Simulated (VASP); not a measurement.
# Cu (P6/mmm) in VASP: a series of runs

Cu is run at these levels: BLYP; tasks: single point.

Everything below comes from runs of VASP 6.6.1. Logs are shortened: lines on timing, memory, paths and dates and some standing lists are left out, and cuts for length are marked.

### Step 1. The cell of the first run

The structure is hexagonal, space group P6/mmm (No. 191). The conventional cell has a = 4.211 Å, b = 4.211 Å, c = 2.528 Å, α = 90.00°, β = 90.00°, γ = 120.00°. Cu (site symmetry 6/mmm) has 14 Cu at 2.53 to 2.74 Å within 3.3 Å. Cu (site symmetry -6m2) has 11 Cu at 2.43 to 2.74 Å within 3.2 Å.

This isn't the form of Cu at room conditions, which is fcc.

### Step 2. Single point, BLYP

The input, INCAR:

```
SYSTEM = Cu
AGGAC = 1.0
AGGAX = 1.0
ALDAC = 0.0
ALDAX = 1.0
ALGO = Normal
EDIFF = 1E-6
ENCUT = 520
GGA = B5
ISIF = 2
ISMEAR = -1
LASPH = .TRUE.
LCHARG = .FALSE.
LREAL = .FALSE.
LWAVE = .FALSE.
NBANDS = 24
NELM = 60
PREC = Accurate
SIGMA = 0.1
```

The input, KPOINTS:

```
k-points
0
G
  9 9 13
  0 0 0
```

The input, POSCAR:

```
Cu
1.0
    4.2110313054      0.0000000000      0.0000000000
   -2.1055156527      3.6468600866      0.0000000000
    0.0000000000      0.0000000000      2.5282732601
Cu
3
Direct
    1.0000000000      1.0000000000      0.0000000000
    0.3333333333      0.6666666667      0.5000000000
    0.6666666667      0.3333333333      0.5000000000
```

Potentials or basis: VASP PAW PBE potentials, release 64 (Cu).

The run is started by

```console
> cat potpaw_PBE.64/Cu/POTCAR > POTCAR
> mpirun -np 1 vasp_std > vasp.out
```

OUTCAR:

```text
SYSTEM = Cu
   EDIFF = 1E-6
   ENCUT = 520
   GGA = B5
   ISIF = 2
   ISMEAR = -1
   LASPH = .TRUE.
   LREAL = .FALSE.
   NELM = 60
   PREC = Accurate

 ion  position               nearest neighbor table
   1  0.000  0.000  0.000-   2 2.74   3 2.74   2 2.74   3 2.74   2 2.74   2 2.74   3 2.74   3 2.74
                             3 2.74   3 2.74   2 2.74   2 2.74
   2  0.333  0.667  0.500-   3 2.43   3 2.43   3 2.43   1 2.74   1 2.74   1 2.74   1 2.74   1 2.74
                             1 2.74
   3  0.667  0.333  0.500-   2 2.43   2 2.43   2 2.43   1 2.74   1 2.74   1 2.74   1 2.74   1 2.74
                             1 2.74

  LATTYP: Found a hexagonal cell.
 ALAT       =     4.2110313054
 C/A-ratio  =     0.6003928911

  Lattice vectors:

 A1 = (   4.2110313054,   0.0000000000,   0.0000000000)
 A2 = (  -2.1055156527,   3.6468600866,   0.0000000000)
 A3 = (   0.0000000000,   0.0000000000,   2.5282732601)

Analysis of symmetry for initial positions (statically):
=====================================================================
 Subroutine PRICEL returns:
 Original cell was already a primitive cell.

 Routine SETGRP: Setting up the symmetry group for a
 hexagonal supercell.

 Subroutine GETGRP returns: Found 24 space group operations
 (whereof 24 operations were pure point group operations)
 out of a pool of 24 trial point group operations.

The static configuration has the point symmetry D_6h.

Analysis of symmetry for dynamics (positions and initial velocities):
=====================================================================
 Subroutine PRICEL returns:
 Original cell was already a primitive cell.

 Routine SETGRP: Setting up the symmetry group for a
 hexagonal supercell.

 Subroutine GETGRP returns: Found 24 space group operations
 (whereof 24 operations were pure point group operations)
 out of a pool of 24 trial point group operations.

The dynamic configuration has the point symmetry D_6h.

 Subroutine INISYM returns: Found 24 space group operations
 (whereof 24 operations are pure point group operations),
 and found     1 'primitive' translations

----------------------------------------------------------------------------------------

                                     Primitive cell

  volume of cell :      38.8268

  direct lattice vectors                    reciprocal lattice vectors
[... 87 lines left out ...]
   ENCUT  =  520.0 eV  38.22 Ry    6.18 a.u.   7.83  7.83  4.70*2*pi/ulx,y,z
   NELM   =     60;   NELMIN=  2; NELMDL= -5     # of ELM steps
   EDIFF  = 0.1E-05   stopping-criterion for ELM
   LREAL  =      F    real-space projection
   EDIFFG = 0.1E-04   stopping-criterion for IOM
   NSW    =      0    number of steps for IOM
   IBRION =     -1    ionic relax: 0-MD 1-quasi-New 2-CG
   NFREE  =      0    steps in history (QN), initial steepest desc. (CG)
   ISIF   =      2    stress and relaxation
   ISYM   =      2    0-nonsym 1-usesym 2-fastsym
   POTIM  = 0.5000    time-step for ionic-motion
   TEBEG  =    0.0;   TEEND  =   0.0 temperature during run
   PSTRESS=    0.0 pullay stress
   NELECT =      33.0000    total number of electrons
   NUPDOWN=      -1.0000    fix difference up-down
   EMIN   =  10.00;   EMAX   =-10.00  energy-range for DOS
   EFERMI =   0.00;   METHOD = LEGACY
   ISMEAR =    -1;   SIGMA  =   0.10  broadening in eV -4-tet -1-fermi 0-gaus
   EFERMI_NEDOS =   21; number of points for ismear=-14 and -15
   IALGO  =     38    algorithm
   IMIX   =      4    mixing-type and parameters
     AMIX     =   0.40;   BMIX     =  1.00
     AMIX_MAG =   1.60;   BMIX_MAG =  1.00
  volume/ion in A,a.u.               =      12.94        87.34
  Fermi-wavevector in a.u.,A,eV,Ry     =   1.550728  2.930451 32.718708  2.404757
  Thomas-Fermi vector in A             =   2.655350
   LORBIT       =      0    0 simple, 1 ext, 2 COOP (PROOUT), +10 PAW based schemes
   GGA     = B5    functional components
   LHFCALC =     F    Hartree Fock is set to
   AEXX    =    0.0000 exact exchange contribution
   IVDW    =     0    specifies the selected vdW correction
   LEPSILON=     F    determine dielectric tensor
   LRPA    =     F    only Hartree local field effects (RPA)
 non-spin polarized calculation
  energy-cutoff  :      520.00
  volume of cell :       38.83
 maximum number of plane-waves:      1062
 NGX is ok and might be reduce to    32
   NGX = 15   NGY = 15   NGZ =  9

 number of electron      32.9999990 magnetization

 Free energy of the ion-electron system (eV)
  ---------------------------------------------------
  ext. energy  EPLUGINS =         0.00000000
  ---------------------------------------------------
  free energy    TOTEN  =        -8.77821882 eV

  energy without entropy =       -8.74695760  energy(sigma->0) =       -8.76258821

 E-fermi :   6.9903     XC(G=0): -11.6339

 val. band max:        6.9479504698   @ k =   0.2222   0.2222   0.4615
 cond. band min:       7.0044434446   @ k =   0.3333   0.1111   0.4615
 fundamental gap:      0.0564929749
 Fermi energy:         6.9902556795

 k-point     1 :       0.0000    0.0000    0.0000
  band No.  band energies     occupation
      1      -1.6105      2.00000
      2       2.8056      2.00000
      3       3.6134      2.00000
      4       3.6401      2.00000
      5       3.6401      2.00000
      6       3.7001      2.00000
[... 637 lines left out ...]
     23      23.7240      0.00000
     24      23.7918      0.00000

 [... further k-points ...]

------------------------ aborting loop because EDIFF is reached ----------------------------------------

  FORCE on cell =-STRESS in cart. coord.  units (eV):
  Direction    XX          YY          ZZ          XY          YZ          ZX
  --------------------------------------------------------------------------------------
  -------------------------------------------------------------------------------------
  Total        0.1915352      0.1915352      0.1751143      0.0000000     -0.0000000      0.0000000
  in kB        7.9036485      7.9036485      7.2260422      0.0000000     -0.0000000      0.0000000
  external PRESSURE =       7.6777797 kB  Pullay stress =       0.0000000 kB

 VOLUME and BASIS-vectors are now :
 -----------------------------------------------------------------------------
  energy-cutoff  :      520.00
  volume of cell :       38.83
      direct lattice vectors                 reciprocal lattice vectors
     4.211031305  0.000000000  0.000000000     0.237471519  0.137104245  0.000000000
    -2.105515653  3.646860087  0.000000000     0.000000000  0.274208491  0.000000000
     0.000000000  0.000000000  2.528273260     0.000000000  0.000000000  0.395526866

 POSITION                                       TOTAL-FORCE (eV/Angst)
 -----------------------------------------------------------------------------------
      0.00000      0.00000      0.00000         0.000000      0.000000      0.000000
     -0.00000      2.43124      1.26414        -0.000000      0.000000      0.000000
      2.10552      1.21562      1.26414         0.000000      0.000000      0.000000
 -----------------------------------------------------------------------------------
    total drift:                               -0.000000      0.000000      0.000000

  FREE ENERGIE OF THE ION-ELECTRON SYSTEM (eV)
  ---------------------------------------------------
  free  energy   TOTEN  =        -8.7782188159 eV

  energy  without entropy=       -8.7469575976  energy(sigma->0) =       -8.76258821
```

OSZICAR:

```text
N       E                     dE             d eps       ncg     rms          rms(c)
DAV:   1     0.224382771541E+03    0.22438E+03   -0.14771E+04  4312   0.235E+03
DAV:   2     0.455293647838E+01   -0.21983E+03   -0.20797E+03  4040   0.340E+02
DAV:   3    -0.108553330896E+02   -0.15408E+02   -0.14137E+02  4712   0.131E+02
DAV:   4    -0.110897097873E+02   -0.23438E+00   -0.23419E+00  4768   0.200E+01
DAV:   5    -0.110929094088E+02   -0.31996E-02   -0.31995E-02  5664   0.197E+00    0.123E+01
DAV:   6    -0.988616872702E+01    0.12067E+01   -0.19594E+01  4384   0.104E+02    0.688E+00
DAV:   7    -0.879868469973E+01    0.10875E+01   -0.40593E+00  4856   0.478E+01    0.622E-01
DAV:   8    -0.879300717813E+01    0.56775E-02   -0.11211E-01  5696   0.120E+01    0.778E-01
DAV:   9    -0.878305223489E+01    0.99549E-02   -0.17527E-02  5472   0.650E+00    0.530E-01
DAV:  10    -0.877826103925E+01    0.47912E-02   -0.88015E-03  5360   0.192E+00    0.819E-02
DAV:  11    -0.877821538250E+01    0.45657E-04   -0.68431E-04  6056   0.494E-01    0.195E-02
DAV:  12    -0.877821894017E+01   -0.35577E-05   -0.55024E-05  5864   0.190E-01    0.863E-03
DAV:  13    -0.877821881585E+01    0.12431E-06   -0.43686E-06  3992   0.648E-02
   1 F= -.87782188E+01 E0= -.87625882E+01  d E =-.312612E-01
```

It took 2.4 min on 1 thread of AMD EPYC 7R13, shared host; peak memory 0.16 GiB.

What came out:

```yaml
Free_energy: -8.7782 eV
Pressure: 0.8 GPa
Band_gap_on_the_k_mesh: zero (an odd number of electrons rules out a gap without spin polarisation)
```

Caveat: the PAW data sets were made with another functional, which shifts forces and pressure a little.

### Step 3. Single point, BLYP (11.39 Å³/atom)

This run uses another cell than the first one, of 11.39 Å³/atom.

The input, INCAR:

```
  PREC = Accurate
  ENCUT = 520
  EDIFF = 1E-6
  ISMEAR = -1
  SIGMA = 0.1
  LREAL = F
  LASPH = T
  NELM = 60
  ALGO = Normal
  ISIF = 2
  LWAVE = F
  LCHARG = F
  GGA = B5
  ALDAX = 1.0
  AGGAX = 1.0
  AGGAC = 1.0
  ALDAC = 0.0
  NBANDS = 24
```

The input, KPOINTS:

```
Automatic mesh
0
Gamma
  10 10 14
```

The input, POSCAR:

```
Cu
1.0
    4.0353638031      0.0000000000      0.0000000000
   -2.0176819015      3.4947275670      0.0000000000
    0.0000000000      0.0000000000      2.4228037405
Cu
3
Direct
    1.0000000000      1.0000000000      0.0000000000
    0.3333333333      0.6666666667      0.5000000000
    0.6666666667      0.3333333333      0.5000000000
```

Potentials or basis: VASP PAW PBE potentials, release 64 (Cu).

The run is started by

```console
> cat potpaw_PBE.64/Cu/POTCAR > POTCAR
> mpirun -np 1 vasp_std > vasp.out
```

It took 2.8 min on 1 thread of AMD EPYC 7R13, shared host; peak memory 0.16 GiB.

The run converged. Its results:

```yaml
Free_energy: -8.5071 eV
Pressure: 20.1 GPa
Band_gap_on_the_k_mesh: zero (an odd number of electrons rules out a gap without spin polarisation)
```

Stress tensor (GPa, compression positive):
```
20.42  0.00  0.00
 0.00 20.42  0.00
 0.00  0.00 19.50
```

Levels at points of the mesh, in eV from the Fermi level:
```tsv
k point	band 12	band 13	band 14	band 15	band 16	band 17	band 18	band 19	band 20	band 21
(0.00, 0.00, 0.00)	-2.63	-2.57	-2.57	-1.74	-1.74	4.75	4.75	4.75	4.75	6.32
(0.50, 0.00, 0.00)	-2.12	-1.98	-1.97	-1.95	-1.81	-1.69	-0.66	4.33	14.09	14.13
(0.00, 0.00, 0.50)	-2.06	-1.88	-1.88	-1.41	-0.33	0.33	8.40	8.83	8.83	10.14
(0.50, 0.00, 0.50)	-2.12	-2.01	-1.75	-1.56	0.66	0.78	3.63	3.83	7.06	7.86
```

Caveat: the cell stands under pressure; the PAW data sets were made with another functional, which shifts forces and pressure a little.

The gap in the log of VASP goes by the Fermi energy; the results here count the filled bands.